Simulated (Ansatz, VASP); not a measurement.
One calculation of AlH2, two programs

```
Al H
1.0
     2.11771   -2.33278    0.00000
     2.11771    2.33278    0.00000
     0.00000    0.00000    3.07541
Al H
1 2
Direct
  0.00000 0.00000 0.50000
  0.00000 0.50000 0.00000
  0.50000 0.00000 0.00000
```

Alike in both runs: task single point; functional PBE; k mesh 6 × 6 × 6; occupations gaussian, width 0.1 eV; no spin polarisation.

|  | VASP | Ansatz |
| --- | --- | --- |
| version | VASP 6.6.1 | Ansatz 0.2.0 |
| potentials or method | VASP PAW PBE potentials, release 64 (Al, H), cutoff 520 eV | scalar-relativistic, plane waves, PAW |
| valence electrons in the cell | 5 | 5 |

```csv
,VASP,Ansatz,Ansatz less VASP
gap on the k mesh at the Fermi level (eV),none,none,-
pressure (GPa),-12.7,-12.6,+0.10
"traceless stress, the component that is largest in VASP (GPa)",-12.51,-12.53,-0.015
```

A gap of «none» marks a metal or a gap that the smearing closes.
